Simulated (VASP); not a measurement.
# MoS2 (C2/m) in VASP: notebook, part 2 of 2

VASP 6.6.1. Earlier steps stand in the parts before.

## Step 4: Single point, PBEsol+D3(BJ)

This run uses another cell than the first one, of 15.65 Å³/atom.

Contents of INCAR:

```
PREC = Accurate
ENCUT = 520
EDIFF = 1E-6
ISMEAR = 0
SIGMA = 0.15
LREAL = False
LASPH = True
NELM = 60
ALGO = Fast
ISIF = 2
LWAVE = False
LCHARG = False
GGA = PS
IVDW = 12
NBANDS = 49
```

Contents of KPOINTS:

```
Automatic mesh
0
Gamma
  14 14 3
```

Contents of POSCAR:

```
MoS2
1.0
   -3.0798097231      0.0000000000      0.0000000000
   -1.5399048616     -2.6671934590      0.0000000000
   -4.1577431263     -2.4004741131     17.1411508765
Mo S
3 6
Direct
    0.5145093865      0.5145093865      0.1690636447
    0.2390918488     -0.7609081512      0.8454535013
   -0.1231993824     -0.1231993824      0.5072585730
   -0.1787614613     -0.1787614613      0.9393645867
    0.4589473075     -0.5410526925      0.6011696583
    0.0966560763      0.0966560763      0.2629747300
    0.2946539278      0.2946539278      0.4133474877
    0.9323626966     -0.0676373034      0.0751525593
   -0.3430548411     -0.3430548411      0.7515424160
```

Potentials or basis: VASP PAW PBE potentials, release 64 (Mo_sv, S).

On the command line:

```sh
$ cat potpaw_PBE.64/Mo_sv/POTCAR potpaw_PBE.64/S/POTCAR > POTCAR
$ mpirun -np 1 vasp_std > vasp.out
```

OUTCAR:

```text
PREC = Accurate
   ENCUT = 520
   EDIFF = 1E-6
   ISMEAR = 0
   LREAL = False
   LASPH = True
   NELM = 60
   ISIF = 2
   GGA = PS
   IVDW = 12
 IVDW          = 12

 ion  position               nearest neighbor table
   1  0.515  0.515  0.169-   6 2.40   6 2.40   6 2.40   8 2.40   8 2.40   8 2.40
   2  0.239  0.239  0.845-   9 2.40   9 2.40   9 2.40   4 2.40   4 2.40   4 2.40
[... 1478 lines left out ...]
  Total       0.27659     0.43602     1.76206    -0.13806    -0.85939    -1.48850
  in kB       3.14728     4.96130    20.04996    -1.57099    -9.77870   -16.93720
  external pressure =        9.39 kB  Pullay stress =        0.00 kB

 VOLUME and BASIS-vectors are now :
 -----------------------------------------------------------------------------
  energy-cutoff  :      520.00
  volume of cell :      140.81
      direct lattice vectors                 reciprocal lattice vectors
    -3.079809723  0.000000000  0.000000000    -0.324695384  0.187462967 -0.052505226
    -1.539904862 -2.667193459  0.000000000     0.000000000 -0.374925934 -0.052505226
    -4.157743126 -2.400474113 17.141150876     0.000000000  0.000000000  0.058339140

 POSITION                                       TOTAL-FORCE (eV/Angst)
 -----------------------------------------------------------------------------------
     -3.07981     -1.77813      2.89795        -0.238189     -0.137519      0.127901
     -4.61971     -2.66719     14.49205         0.238189      0.137519     -0.127901
     -6.15962     -3.55626      8.69500        -0.000000     -0.000000      0.000000
     -7.69952     -4.44532     16.10179         0.237680      0.137224     -0.541239
     -4.61971     -2.66719     10.30474         0.001909      0.001102     -0.017252
     -1.53990     -0.88906      4.50769         0.042522      0.024550     -0.049284
     -3.07981     -1.77813      7.08525        -0.001909     -0.001102      0.017252
     -4.61971     -2.66719      1.28820        -0.237680     -0.137224      0.541239
     -6.15962     -3.55626     12.88230        -0.042522     -0.024550      0.049284
 -----------------------------------------------------------------------------------
    total drift:                                0.000001      0.000001     -0.000016

  FREE ENERGIE OF THE ION-ELECTRON SYSTEM (eV)
  ---------------------------------------------------
  free  energy   TOTEN  =       -71.3688770153 eV

  energy  without entropy=      -71.3462855994  energy(sigma->0) =      -71.35758131
```

OSZICAR:

```text
N       E                     dE             d eps       ncg     rms          rms(c)
DAV:   1     0.714250442494E+03    0.71425E+03   -0.43843E+04 17084   0.154E+03
DAV:   2    -0.301787554143E+02   -0.74443E+03   -0.71999E+03 18831   0.405E+02
DAV:   3    -0.706895096565E+02   -0.40511E+02   -0.39199E+02 19727   0.846E+01
DAV:   4    -0.716504628269E+02   -0.96095E+00   -0.95173E+00 19061   0.128E+01
DAV:   5    -0.716741898193E+02   -0.23727E-01   -0.23695E-01 20126   0.189E+00    0.457E+01
RMM:   6    -0.687214813114E+02    0.29527E+01   -0.19823E+01 16591   0.176E+01    0.161E+01
RMM:   7    -0.681508866528E+02    0.57059E+00   -0.58183E+00 16043   0.893E+00    0.116E+01
RMM:   8    -0.675977643851E+02    0.55312E+00   -0.22942E+00 16725   0.670E+00    0.221E+00
RMM:   9    -0.676906691901E+02   -0.92905E-01   -0.52612E-01 20592   0.256E+00    0.213E+00
RMM:  10    -0.675786464463E+02    0.11202E+00   -0.11634E-01 18503   0.120E+00    0.876E-01
RMM:  11    -0.675746797851E+02    0.39667E-02   -0.39869E-02 18399   0.777E-01    0.204E-01
RMM:  12    -0.675749893364E+02   -0.30955E-03   -0.84925E-03 20955   0.339E-01    0.933E-02
RMM:  13    -0.675750758901E+02   -0.86554E-04   -0.18429E-03 21664   0.119E-01    0.786E-02
RMM:  14    -0.675750841979E+02   -0.83077E-05   -0.42311E-04 19496   0.759E-02    0.611E-02
RMM:  15    -0.675750665980E+02    0.17600E-04   -0.12779E-04 19526   0.474E-02    0.125E-02
RMM:  16    -0.675750700226E+02   -0.34246E-05   -0.42746E-05 20277   0.170E-02    0.669E-03
RMM:  17    -0.675750704456E+02   -0.42295E-06   -0.52545E-06 15511   0.712E-03
   1 F= -.71368877E+02 E0= -.71357581E+02  d E =-.225914E-01
```

Run time: 27 min. Hardware: 1 thread of Oxide Virtual Turin-like, shared host; peak memory 0.82 GiB.

Results:

| Quantity | Value |
| --- | --- |
| Free energy | -71.3689 eV |
| Pressure | 0.9 GPa |
| Largest force | 0.607 eV/Å |
| Band gap on the k mesh | zero (bands 39 and 40 overlap by 0.59 eV) |
| Dispersion energy per atom | -0.422 eV |

Forces on the atoms (eV/Å):
```
Mo  -0.238 -0.138  0.128
Mo   0.238  0.138 -0.128
Mo   0.000  0.000  0.000
S    0.238  0.137 -0.541
S    0.002  0.001 -0.017
S    0.043  0.025 -0.049
S   -0.002 -0.001  0.017
S   -0.238 -0.137  0.541
S   -0.043 -0.025  0.049
```

Caveat: the PAW data sets were made with another functional, which shifts forces and pressure a little.

## Step 5: Overview

```tsv
cell	further INCAR settings	gap on the mesh (eV)	pressure (GPa)	largest force (eV/Å)
a = 3.080, b = 3.080, c = 17.869 Å, angles 84.1, 84.1, 60.0°, 9 atoms	ALGO = Fast; EDIFF = 1e-07; NBANDS = 49	none	-0.1	0.18
a = 3.080, b = 3.080, c = 18.471 Å, angles 81.4, 81.4, 60.0°, 9 atoms	ALGO = Fast; EDIFF = 1e-07; NBANDS = 49	none	-0.1	0.12
a = 3.080, b = 3.080, c = 17.801 Å, angles 76.5, 76.5, 60.0°, 9 atoms	ALGO = Fast; EDIFF = 1e-06; NBANDS = 49	none	0.9	0.61
```

Alike in all rows: task single point; level PBEsol+D3(BJ); potentials or basis VASP PAW PBE potentials, release 64 (Mo_sv, S); no spin polarisation; k mesh 14 × 14 × 3; cutoff (eV) 520; smearing gaussian 0.15 eV.

Caveats: the PAW data sets were made with another functional, which shifts forces and pressure a little.

Absolute energies hang on the potentials; compare differences alone.
